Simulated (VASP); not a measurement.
# Mg16O in VASP: further runs

The runs below take Mg16O through single point, with PBE.

All numbers are computed with VASP 6.6.1; they aren't measurements. Logs are shortened: lines on timing, memory, paths and dates and some standing lists are left out, and cuts for length are marked.

## 1. The cell of the first run

The cell holds a slab with vacuum, 17 atoms: a = 6.420 Å, b = 6.420 Å, c = 24.715 Å, α = 90.00°, β = 90.00°, γ = 120.00°.

## 2. Single point, PBE

Contents of INCAR:

```
SYSTEM = Mg16O
  PREC = Accurate
  ENCUT = 520
  EDIFF = 1E-6
  ISMEAR = 0
  SIGMA = 0.1
  LREAL = Auto
  LASPH = .True.
  NELM = 60
  ALGO = Normal
  ISIF = 2
  LWAVE = .False.
  LCHARG = .True.
  LDIPOL = .True.
  IDIPOL = 3
  DIPOL = 0.5 0.5 0.334
  GGA = PE
  LELF = .True.
  LVHAR = .True.
  LVACPOTAV = .True.
  NBANDS = 33
```

Contents of KPOINTS:

```
Automatic mesh
0
Gamma
  6 6 1
  0 0 0
```

Contents of POSCAR:

```
Mg16O
1.0
    6.4201385705      0.0000000000      0.0000000000
   -3.2100692852      5.5600030979      0.0000000000
    0.0000000000      0.0000000000     24.7147783802
Mg O
16 1
Direct
    0.3333333333      0.1666666667      0.1618464847
    0.3333333333      0.6666666667      0.1618464847
    0.8333333333      0.1666666667      0.1618464847
    0.8333333333      0.6666666667      0.1618464847
    0.1666666667      0.3333333333      0.2657906286
    0.1666666667      0.8333333333      0.2657906286
    0.6666666667      0.3333333333      0.2657906286
    0.6666666667      0.8333333333      0.2657906286
    0.3333333333      0.1666666667      0.3682830748
    0.3333333333      0.6666666667      0.3682830748
    0.8333333333      0.1666666667      0.3682830748
    0.8333333333      0.6666666667      0.3682830748
    0.1666666667      0.3333333333      0.4739989249
    0.1666666667      0.8333333333      0.4739989249
    0.6666666667      0.3333333333      0.4739989249
    0.6666666667      0.8333333333      0.4739989249
    0.3888888889      0.1111111111      0.6006437991
```

Potentials or basis: VASP PAW PBE potentials, release 64 (Mg, O).

Command:

```sh
cat potpaw_PBE.64/Mg/POTCAR potpaw_PBE.64/O/POTCAR > POTCAR
mpirun -np 1 vasp_std > vasp.out
```

OUTCAR:

```text
SYSTEM = Mg16O
   PREC = Accurate
   ENCUT = 520
   EDIFF = 1E-6
   ISMEAR = 0
   LREAL = Auto
   LASPH = .True.
   NELM = 60
   ISIF = 2
   GGA = PE

 ion  position               nearest neighbor table
   1  0.333  0.167  0.162-   5 3.17   7 3.17   6 3.17   3 3.21   3 3.21   2 3.21   2 3.21   4 3.21
                             4 3.21
   2  0.333  0.667  0.162-   6 3.17   8 3.17   5 3.17   4 3.21   4 3.21   1 3.21   1 3.21   3 3.21
                             3 3.21
   3  0.833  0.167  0.162-   7 3.17   5 3.17   8 3.17   1 3.21   1 3.21   4 3.21   4 3.21   2 3.21
                             2 3.21
   4  0.833  0.667  0.162-   8 3.17   6 3.17   7 3.17   2 3.21   2 3.21   3 3.21   3 3.21   1 3.21
                             1 3.21
   5  0.167  0.333  0.266-   9 3.14  11 3.14  10 3.14   1 3.17   3 3.17   2 3.17   7 3.21   7 3.21
                             6 3.21   6 3.21   8 3.21   8 3.21
   6  0.167  0.833  0.266-  10 3.14  12 3.14   9 3.14   2 3.17   4 3.17   1 3.17   8 3.21   8 3.21
                             5 3.21   5 3.21   7 3.21   7 3.21
   7  0.667  0.333  0.266-  11 3.14   9 3.14  12 3.14   3 3.17   1 3.17   4 3.17   5 3.21   5 3.21
                             8 3.21   8 3.21   6 3.21   6 3.21
   8  0.667  0.833  0.266-  12 3.14  10 3.14  11 3.14   4 3.17   2 3.17   3 3.17   6 3.21   6 3.21
                             7 3.21   7 3.21   5 3.21   5 3.21
   9  0.333  0.167  0.368-   5 3.14   7 3.14   6 3.14  13 3.20  15 3.20  14 3.20  11 3.21  11 3.21
                            10 3.21  10 3.21  12 3.21  12 3.21
  10  0.333  0.667  0.368-   6 3.14   8 3.14   5 3.14  14 3.20  16 3.20  13 3.20  12 3.21  12 3.21
                             9 3.21   9 3.21  11 3.21  11 3.21
  11  0.833  0.167  0.368-   7 3.14   5 3.14   8 3.14  15 3.20  13 3.20  16 3.20   9 3.21   9 3.21
                            12 3.21  12 3.21  10 3.21  10 3.21
  12  0.833  0.667  0.368-   8 3.14   6 3.14   7 3.14  16 3.20  14 3.20  15 3.20  10 3.21  10 3.21
                            11 3.21  11 3.21   9 3.21   9 3.21
  13  0.167  0.333  0.474-   9 3.20  11 3.20  10 3.20  15 3.21  15 3.21  14 3.21  14 3.21  16 3.21
                            16 3.21
  14  0.167  0.833  0.474-  10 3.20  12 3.20   9 3.20  16 3.21  16 3.21  13 3.21  13 3.21  15 3.21
                            15 3.21
  15  0.667  0.333  0.474-  11 3.20   9 3.20  12 3.20  13 3.21  13 3.21  16 3.21  16 3.21  14 3.21
                            14 3.21
  16  0.667  0.833  0.474-  12 3.20  10 3.20  11 3.20  14 3.21  14 3.21  15 3.21  15 3.21  13 3.21
                            13 3.21
  17  0.389  0.111  0.601-

  LATTYP: Found a hexagonal cell.
 ALAT       =     6.4201385705
 C/A-ratio  =     3.8495708634

  Lattice vectors:

 A1 = (   6.4201385705,   0.0000000000,   0.0000000000)
 A2 = (  -3.2100692852,   5.5600030979,   0.0000000000)
 A3 = (   0.0000000000,   0.0000000000,  24.7147783802)

Analysis of symmetry for initial positions (statically):
=====================================================================
 Subroutine PRICEL returns:
 Original cell was already a primitive cell.
[... 162 lines left out ...]
     AMIX_MAG =   1.60;   BMIX_MAG =  1.00
  volume/ion in A,a.u.               =      51.90       350.21
  Fermi-wavevector in a.u.,A,eV,Ry     =   0.573866  1.084450  4.480703  0.329322
  Thomas-Fermi vector in A             =   1.615322
   LORBIT       =      0    0 simple, 1 ext, 2 COOP (PROOUT), +10 PAW based schemes
   GGA     = PE    functional components
   LHFCALC =     F    Hartree Fock is set to
   AEXX    =    0.0000 exact exchange contribution
   IVDW    =     0    specifies the selected vdW correction
   LEPSILON=     F    determine dielectric tensor
   LRPA    =     F    only Hartree local field effects (RPA)
 non-spin polarized calculation
 Gauss-broadening in eV      SIGMA  =   0.10
  energy-cutoff  :      520.00
  volume of cell :      882.22
 maximum number of plane-waves:     23826
   NGX = 23   NGY = 23   NGZ = 91

 dipolmoment           0.000000      0.000000     -0.401138 electrons x Angstroem

 number of electron      37.9999997 magnetization

 dipolmoment           0.000000      0.000000      0.706498 electrons x Angstroem

 Free energy of the ion-electron system (eV)
  ---------------------------------------------------
  ext. energy  EPLUGINS =         0.00000000
  ---------------------------------------------------
  free energy    TOTEN  =       -23.68643833 eV

  energy without entropy =      -23.58061694  energy(sigma->0) =      -23.63352764

 E-fermi :  -1.9083     XC(G=0):  -4.4149

 val. band max:       -1.9121547306   @ k =   0.3333   0.0000   0.0000
 cond. band min:      -1.9023580480   @ k =   0.3333   0.1667   0.0000
 fundamental gap:      0.0097966826
 Fermi energy:        -1.9082906522

 k-point     1 :       0.0000    0.0000    0.0000
  band No.  band energies     occupation
      1     -16.7167      2.00000
      2      -8.5510      2.00000
      3      -7.7077      2.00000
      4      -6.3920      2.00000
      5      -4.5206      2.00000
      6      -3.8194      2.00000
[... 431 lines left out ...]
     30       1.0383      0.00000
     31       1.1457      0.00000
 [bands above 31 left out]

------------------------ aborting loop because EDIFF is reached ----------------------------------------

  FORCE on cell =-STRESS in cart. coord.  units (eV):
  Direction    XX          YY          ZZ          XY          YZ          ZX
  --------------------------------------------------------------------------------------
  -------------------------------------------------------------------------------------
  Total       -4.0020183     -4.1008703     -3.2716682     -0.0856084     -0.0233252      0.0404005
  in kB       -7.2679761     -7.4474992     -5.9416037     -0.1554715     -0.0423604      0.0733704
  external PRESSURE =      -6.8856930 kB  Pullay stress =       0.0000000 kB

 VOLUME and BASIS-vectors are now :
 -----------------------------------------------------------------------------
  energy-cutoff  :      520.00
  volume of cell :      882.22
      direct lattice vectors                 reciprocal lattice vectors
     6.420138570  0.000000000  0.000000000     0.155759878  0.089928007  0.000000000
    -3.210069285  5.560003098  0.000000000     0.000000000  0.179856015  0.000000000
     0.000000000  0.000000000 24.714778380     0.000000000  0.000000000  0.040461621

 POSITION                                       TOTAL-FORCE (eV/Angst)
 -----------------------------------------------------------------------------------
      1.60503      0.92667      4.00000         0.011602     -0.006699     -0.070625
     -0.00000      3.70667      4.00000         0.004112      0.016860     -0.076893
      4.81510      0.92667      4.00000        -0.012546     -0.011991     -0.076893
      3.21007      3.70667      4.00000        -0.003839      0.002217     -0.083510
      0.00000      1.85333      6.56896         0.002299     -0.001328     -0.019264
     -1.60503      4.63334      6.56896         0.005934      0.007031     -0.007497
[... 9 lines left out ...]
      1.60503      4.63334     11.71478        -0.014425      0.008328      0.179424
      2.14005      0.61778     14.84478         0.009609     -0.005548     -1.617216
 -----------------------------------------------------------------------------------
    total drift:                                0.000009     -0.000005      0.010560

  FREE ENERGIE OF THE ION-ELECTRON SYSTEM (eV)
  ---------------------------------------------------
  free  energy   TOTEN  =       -23.6864383312 eV

  energy  without entropy=      -23.5806169423  energy(sigma->0) =      -23.63352764

 vacuum level on the upper side and lower side of the slab         5.421         1.839
```

OSZICAR:

```text
N       E                     dE             d eps       ncg     rms          rms(c)
DAV:   1     0.118121483787E+03    0.11812E+03   -0.99430E+03   858   0.764E+02
DAV:   2    -0.105609603181E+01   -0.11918E+03   -0.11309E+03  1141   0.114E+02
DAV:   3    -0.286996400460E+02   -0.27644E+02   -0.25749E+02  1275   0.386E+01
[... 28 lines left out ...]
DAV:  32    -0.236864332175E+02    0.25553E-05   -0.14217E-05   600   0.302E-03    0.104E-02
DAV:  33    -0.236864346721E+02   -0.14546E-05   -0.30366E-06   719   0.391E-03    0.373E-03
DAV:  34    -0.236864362048E+02   -0.15327E-05   -0.53489E-07   673   0.300E-03    0.825E-03
DAV:  35    -0.236864376115E+02   -0.14067E-05   -0.50226E-07   696   0.192E-03    0.420E-03
DAV:  36    -0.236864383312E+02   -0.71972E-06   -0.12310E-07   674   0.953E-04
   1 F= -.23686438E+02 E0= -.23633528E+02  d E =-.105821E+00
```

Run time: 12 min. Hardware: 1 thread of Intel Xeon Platinum 8559C (Emerald Rapids), shared host; peak memory 0.93 GiB.

What came out:

* Free energy: -23.6864 eV
* Largest force: 1.617 eV/Å
* Band gap on the k mesh: zero (bands 19 and 20 overlap by 0.53 eV)

Forces in eV/Å, atoms in the order of the input:
```
Mg   0.012 -0.007 -0.071
Mg   0.004  0.017 -0.077
Mg  -0.013 -0.012 -0.077
Mg  -0.004  0.002 -0.084
Mg   0.002 -0.001 -0.019
Mg   0.006  0.007 -0.007
Mg  -0.003 -0.009 -0.007
Mg  -0.006  0.003 -0.008
Mg   0.004 -0.002  0.112
Mg  -0.003  0.005  0.075
Mg  -0.006  0.000  0.075
Mg   0.005 -0.003  0.062
Mg   0.060 -0.035  0.284
Mg   0.046  0.141  0.589
Mg  -0.099 -0.110  0.589
Mg  -0.014  0.008  0.179
O    0.010 -0.006 -1.617
```

## 3. Single point, PBE

Contents of INCAR:

```
SYSTEM = Mg16O
PREC = Accurate ; ENCUT = 520
EDIFF = 1E-6 ; ISMEAR = 0
SIGMA = 0.1 ; LREAL = Auto
LASPH = .True. ; NELM = 80
ALGO = Normal ; ISIF = 2
LWAVE = .False. ; LCHARG = .False.
LDIPOL = .True. ; IDIPOL = 3
DIPOL = 0.5 0.5 0.332 ; GGA = PE
NBANDS = 33
```

KPOINTS is that of step 2.

Changes to POSCAR since step 2:

```diff
@@ -24,2 +24,2 @@
     0.6666666667      0.8333333333      0.4739989249
-    0.3888888889      0.1111111111      0.6006437991
+    0.6111111111     -0.1111111111      0.5642283401
```

Potentials or basis: VASP PAW PBE potentials, release 64 (Mg, O).

Command:

```sh
cat potpaw_PBE.64/Mg/POTCAR potpaw_PBE.64/O/POTCAR > POTCAR
mpirun -np 1 vasp_std > vasp.out
```

Wall time 8.5 min (1 thread of Intel Xeon Platinum 8559C (Emerald Rapids), shared host); peak memory 0.92 GiB.

Results (log left out):

| Quantity | Value |
| --- | --- |
| Free energy | -26.0158 eV |
| Largest force | 3.262 eV/Å |
| Band gap on the k mesh | zero (bands 19 and 20 overlap by 0.91 eV) |

Forces in eV/Å, atoms in the order of the input:
```
Mg   0.014 -0.008 -0.067
Mg   0.000  0.014 -0.055
Mg  -0.012 -0.007 -0.055
Mg  -0.003  0.001 -0.066
Mg   0.005 -0.003 -0.006
Mg   0.009  0.006 -0.003
Mg  -0.001 -0.010 -0.003
Mg  -0.005  0.003 -0.015
Mg   0.012 -0.007  0.108
Mg   0.018  0.016  0.088
Mg  -0.005 -0.023  0.088
Mg  -0.025  0.014  0.085
Mg  -0.025  0.014  0.225
Mg   0.224  0.007  0.384
Mg   0.106 -0.197  0.384
Mg  -0.371  0.214  2.168
O    0.060 -0.034 -3.262
```

Levels at points of the mesh, in eV from the Fermi level:
| k point | band 17 | band 18 | band 19 | band 20 | band 21 | band 22 |
| --- | --- | --- | --- | --- | --- | --- |
| (0.00, 0.00, 0.00) | -1.11 | -0.95 | -0.52 | -0.39 | -0.37 | 0.23 |
| (0.50, 0.00, 0.00) | -0.41 | -0.33 | 0.51 | 0.53 | 0.77 | 0.94 |
| (0.50, 0.50, 0.00) | -0.41 | -0.33 | 0.52 | 0.53 | 0.80 | 0.89 |

## 4. Single point, PBE

Contents of INCAR:

```
PREC = Accurate
ENCUT = 520
EDIFF = 1E-6
ISMEAR = 0
SIGMA = 0.1
LREAL = Auto
LASPH = T
NELM = 60
ALGO = Normal
ISIF = 2
LWAVE = F
LCHARG = F
LDIPOL = T
IDIPOL = 3
DIPOL = 0.5 0.5 0.334
GGA = PE
NBANDS = 33
```

Contents of KPOINTS:

```
Automatic mesh
0
Gamma
  6 6 1
```

Changes to POSCAR since step 3:

```diff
@@ -24,2 +24,2 @@
     0.6666666667      0.8333333333      0.4739989249
-    0.6111111111     -0.1111111111      0.5642283401
+    0.6111111111     -0.1111111111      0.6006437991
```

Command:

```sh
cat potpaw_PBE.64/Mg/POTCAR potpaw_PBE.64/O/POTCAR > POTCAR
mpirun -np 1 vasp_std > vasp.out
```

It took 12 min on 1 thread of Intel Xeon Platinum 8559C (Emerald Rapids), shared host; peak memory 0.93 GiB.

Results (log left out):

```yaml
Free_energy: -23.7233 eV
Largest_force: 1.677 eV/Å
Band_gap_on_the_k_mesh: zero (bands 19 and 20 overlap by 0.51 eV)
```

Forces on the atoms (eV/Å):
```
Mg   0.011 -0.006 -0.075
Mg   0.013  0.019 -0.075
Mg  -0.010 -0.021 -0.075
Mg  -0.014  0.008 -0.083
Mg   0.004 -0.002 -0.022
Mg   0.006  0.007 -0.013
Mg  -0.004 -0.009 -0.013
Mg  -0.006  0.003  0.004
Mg   0.004 -0.002  0.074
Mg   0.008  0.007  0.092
Mg  -0.002 -0.011  0.092
Mg  -0.010  0.006  0.066
Mg  -0.010  0.006  0.190
Mg   0.045 -0.006  0.248
Mg   0.028 -0.036  0.248
Mg  -0.102  0.059  1.020
O    0.040 -0.023 -1.676
```

Levels at points of the mesh, in eV from the Fermi level:
```
           k point  band 17  band 18  band 19  band 20  band 21  band 22
(0.00, 0.00, 0.00)    -1.09    -0.87    -0.22    -0.11    -0.09     0.23
(0.50, 0.00, 0.00)    -0.13    -0.09     0.40     0.49     0.66     0.71
(0.50, 0.50, 0.00)    -0.13    -0.09     0.40     0.49     0.67     0.70
```

## 5. Single point, PBE

Contents of INCAR:

```
PREC = Accurate
ENCUT = 520
EDIFF = 1E-6
ISMEAR = 0
SIGMA = 0.1
LREAL = Auto
LASPH = True
NELM = 100
ALGO = Normal
ISIF = 2
LWAVE = False
LCHARG = False
LDIPOL = True
IDIPOL = 3
DIPOL = 0.5 0.5 0.332
GGA = PE
NBANDS = 33
```

Contents of KPOINTS:

```
regular mesh
0
Gamma
  6 6 1
```

Changes to POSCAR since step 4:

```diff
@@ -24,2 +24,2 @@
     0.6666666667      0.8333333333      0.4739989249
-    0.6111111111     -0.1111111111      0.6006437991
+    0.2222222222      0.2777777778      0.5642283401
```

Command:

```sh
cat potpaw_PBE.64/Mg/POTCAR potpaw_PBE.64/O/POTCAR > POTCAR
mpirun -np 1 vasp_std > vasp.out
```

Run time: 8.6 min. Hardware: 1 thread of Intel Xeon Platinum 8559C (Emerald Rapids), shared host; peak memory 0.93 GiB.

Results (log left out):

```yaml
Free_energy: -26.0151 eV
Largest_force: 3.262 eV/Å
Band_gap_on_the_k_mesh: zero (bands 19 and 20 overlap by 0.95 eV)
```

Forces in eV/Å, atoms in the order of the input:
```
Mg  -0.004  0.002 -0.052
Mg   0.010 -0.003 -0.062
Mg   0.008 -0.007 -0.062
Mg  -0.012  0.007 -0.068
Mg   0.006 -0.004 -0.014
Mg  -0.007  0.004 -0.007
Mg  -0.007  0.004 -0.007
Mg   0.005 -0.003  0.005
Mg  -0.019  0.011  0.083
Mg  -0.001 -0.027  0.087
Mg   0.023  0.014  0.087
Mg  -0.011  0.006  0.109
Mg   0.370 -0.213  2.168
Mg  -0.077  0.212  0.381
Mg  -0.222 -0.039  0.381
Mg  -0.001  0.001  0.233
O   -0.061  0.035 -3.262
```

Levels at points of the mesh, in eV from the Fermi level:
```
           k point  band 15  band 16  band 17  band 18  band 19  band 20  band 21  band 22  band 23  band 24
(0.00, 0.00, 0.00)    -1.14    -1.13    -1.11    -0.95    -0.52    -0.43    -0.32     0.24     0.28     0.36
(0.50, 0.00, 0.00)    -1.07    -0.49    -0.41    -0.33     0.52     0.54     0.77     0.95     1.49     1.50
(0.50, 0.50, 0.00)    -1.07    -0.50    -0.40    -0.33     0.51     0.54     0.78     0.93     1.49     1.50
```

## 6. Single point, PBE

Contents of INCAR:

```
SYSTEM = Mg16O
PREC = Accurate
ENCUT = 520
EDIFF = 1E-6
ISMEAR = 0
SIGMA = 0.1
LREAL = Auto
LASPH = .True.
NELM = 80
ALGO = Normal
ISIF = 2
LWAVE = .False.
LCHARG = .False.
LDIPOL = .True.
IDIPOL = 3
DIPOL = 0.5 0.5 0.334
GGA = PE
NBANDS = 33
```

Contents of KPOINTS:

```
Automatic mesh
0
Gamma
  6 6 1
  0 0 0
```

Changes to POSCAR since step 5:

```diff
@@ -24,2 +24,2 @@
     0.6666666667      0.8333333333      0.4739989249
-    0.2222222222      0.2777777778      0.5642283401
+    0.2222222222      0.2777777778      0.6006437991
```

Potentials or basis: VASP PAW PBE potentials, release 64 (Mg, O).

Command:

```sh
cat potpaw_PBE.64/Mg/POTCAR potpaw_PBE.64/O/POTCAR > POTCAR
mpirun -np 1 vasp_std > vasp.out
```

Run time: 11 min. Hardware: 1 thread of Intel Xeon Platinum 8559C (Emerald Rapids), shared host; peak memory 0.94 GiB.

Results (log left out):

- Free energy: -23.7230 eV
- Largest force: 1.676 eV/Å
- Band gap on the k mesh: zero (bands 19 and 20 overlap by 0.50 eV)

Forces on the atoms (eV/Å):
```
Mg  -0.018  0.011 -0.073
Mg   0.008 -0.017 -0.080
Mg   0.019  0.002 -0.080
Mg  -0.008  0.005 -0.075
Mg   0.005 -0.003  0.003
Mg  -0.007  0.001 -0.018
Mg  -0.004  0.005 -0.018
Mg   0.007 -0.004 -0.012
Mg  -0.008  0.005  0.101
Mg   0.001 -0.011  0.075
Mg   0.010  0.005  0.075
Mg  -0.003  0.001  0.073
Mg   0.102 -0.059  1.019
Mg  -0.010  0.046  0.246
Mg  -0.045 -0.014  0.246
Mg  -0.007  0.004  0.194
O   -0.041  0.024 -1.676
```

Levels at points of the mesh, in eV from the Fermi level:
```
           k point  band 14  band 15  band 16  band 17  band 18  band 19  band 20  band 21  band 22  band 23
(0.00, 0.00, 0.00)    -1.15    -1.10    -1.09    -1.09    -0.87    -0.21    -0.10    -0.09     0.23     0.25
(0.50, 0.00, 0.00)    -1.00    -0.99    -0.31    -0.13    -0.09     0.40     0.49     0.66     0.71     1.50
(0.50, 0.50, 0.00)    -1.00    -0.99    -0.31    -0.13    -0.08     0.40     0.49     0.67     0.71     1.50
```

## 7. Overview

```tsv
cell	gap on the mesh (eV)	largest force (eV/Å)
as given, atomic positions A	none	1.62
as given, atomic positions B	none	3.26
as given, atomic positions C	none	1.68
as given, atomic positions D	none	3.26
as given, atomic positions E	none	1.68
```

Alike in all rows: task single point; level PBE; potentials or basis VASP PAW PBE potentials, release 64 (Mg, O); no spin polarisation; k mesh 6 × 6 × 1; cutoff (eV) 520; smearing gaussian 0.1 eV.

Absolute energies hang on the potentials; compare differences alone.
